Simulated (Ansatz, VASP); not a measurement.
## NaHf3NbBi3 in VASP and in Ansatz

```
Na Hf Nb Bi
1.0
     5.79164    0.00000    0.00000
    -2.89582    5.01571    0.00000
     0.00000    0.00000    8.05556
Na Hf Nb Bi
1 3 1 3
Cartesian
  0.0000 0.0000 7.3310
  2.8958 0.0000 6.7697
  -1.4479 2.5079 6.7697
  1.4479 2.5079 6.7697
  0.0000 0.0000 1.8409
  0.0000 0.0000 4.6035
  0.0000 3.3438 1.5465
  2.8958 1.6719 1.5465
```

Alike in both runs: functional PBE; k mesh 3 × 3 × 3; occupations gaussian, width 0.2 eV; no spin polarisation.

Ansatz relaxed the structure, and its values are those at the end. VASP's run is a single point on that final structure, the one shown.

|  | VASP | Ansatz |
| --- | --- | --- |
| version | VASP 6.6.1 | Ansatz 0.2.0 |
| potentials or method | VASP PAW PBE potentials, release 64 (Na_pv, Hf_pv, Nb_sv, Bi_d), cutoff 500 eV | scalar-relativistic, plane waves, PAW |
| valence electrons in the cell | 95 | 145 |

```tsv
	VASP	Ansatz	Ansatz less VASP
gap on the k mesh at the Fermi level (eV)	none	none	-
pressure (GPa)	-0.1	0.0	+0.12
rms of the force components (eV/Å)	0.016	0.019	+0.0038
```

A gap of «none» marks a metal or a gap that the smearing closes. With one functional, cell and mesh, what is left measures potentials, basis and numerics. VASP's potentials hold 95 valence electrons a cell and Ansatz's 145, so a difference there can come from the potentials and not from the codes.

The k mesh is coarse, so the values compare programs but aren't converged. Neither program's run includes spin-orbit coupling.
